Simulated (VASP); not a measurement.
Input of a VASP 6.6.1 run:

INCAR

```
PREC = Accurate ; ENCUT = 500
EDIFF = 1E-6 ; ISMEAR = 0
SIGMA = 0.1 ; LREAL = F
LASPH = T ; NELM = 120
ALGO = Normal ; ISIF = 2
LWAVE = F ; LCHARG = F
GGA = PE ; NBANDS = 38
GGA_COMPAT = F
```

The input KPOINTS:

```
regular mesh
0
Gamma
  4 4 4
```

POSCAR

```
RbAl2W3
1.0
   -3.0670982100      3.1589717200      3.2203019600
    3.0670982100     -3.1589717200      3.2203019600
    3.0670982100      3.1589717200     -3.2203019600
Rb Al W
1 2 3
Direct
    0.0000000000      0.5000000000      0.5000000000
    0.2763392900      0.0000000000      0.2763392900
    0.7236607100      0.0000000000      0.7236607100
    0.5000000000      0.7883199900      0.2883199900
    0.5000000000      0.2116800100      0.7116800100
    0.5000000000      0.5000000000      0.0000000000
```

Potentials or basis: VASP PAW PBE potentials, release 64 (Rb_sv, Al, W_sv).

Launch:

```bash
$ cat potpaw_PBE.64/Rb_sv/POTCAR potpaw_PBE.64/Al/POTCAR potpaw_PBE.64/W_sv/POTCAR > POTCAR
$ mpirun -np 1 vasp_std > vasp.out
```

Predict the band gap on the k mesh.

zero (an odd number of electrons rules out a gap without spin polarisation).

What does it give for the largest force?

21.540 eV/Å.

Predict the pressure.

104.6 GPa.

Forces in eV/Å, atoms in the order of the input:
```
Rb    0.000   0.000   0.000
Al    0.000 -21.540   0.000
Al    0.000  21.540   0.000
W    15.935   0.000   0.000
W   -15.935   0.000   0.000
W     0.000   0.000   0.000
```

Caveat: atoms lie so close that the PAW spheres overlap strongly, which falsifies energies and pressures; the cell stands under pressure; spin-orbit coupling is left out, which moves the levels of the heavy elements; forces of over 1 eV/Å act on the atoms, so gaps and moduli don't describe the material at rest.
